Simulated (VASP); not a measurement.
SnO: single point with LDA

SnO:

```
Sn O
1.0
     3.10341    0.00000    0.00000
     0.00000    3.10341    0.00000
     0.00000    0.00000    3.10341
Sn O
1 1
Direct
  0.00000 0.00000 0.00000
  0.50000 0.50000 0.50000
```

```json
{
  "Program": "VASP 6.6.1",
  "Task": "single point",
  "Functional": "LDA",
  "Potentials or basis": "VASP PAW LDA potentials, release 64 (Sn_d, O)",
  "Cutoff": "520 eV",
  "k mesh": "8 × 8 × 8",
  "Occupations": "fermi-dirac, width 0.02 eV",
  "Spin": "no spin polarisation"
}
```

```json
{
 "Pressure": "-5.5 GPa",
 "Band gap on the k mesh": "zero (bands 10 and 11 overlap by 0.18 eV)"
}
```

Levels at points of the mesh, in eV from the Fermi level:
```csv
k point,band 6,band 7,band 8,band 9,band 10,band 11,band 12,band 13,band 14,band 15
"(0.00, 0.00, 0.00)",-17.91,-7.52,-2.65,-2.65,-2.65,7.95,7.95,7.95,7.97,7.97
"(0.50, 0.00, 0.00)",-17.13,-9.10,-1.87,-1.87,-1.15,0.40,7.04,7.04,10.90,11.18
"(0.50, 0.50, 0.00)",-16.48,-5.68,-5.68,-4.93,-1.74,3.38,3.38,8.62,9.85,14.99
"(0.50, 0.50, 0.50)",-16.38,-3.45,-3.45,-3.45,-1.42,-0.20,-0.20,-0.20,12.34,12.34
```

It took 10 s on 1 thread of Intel Xeon 8259CL (shared host), peak memory 0.14 GiB.

Caveat: the cell stands under tension; semilocal functionals underestimate gaps, so a narrow gap can read as zero; spin-orbit coupling is left out, which moves the levels of the heavy elements.
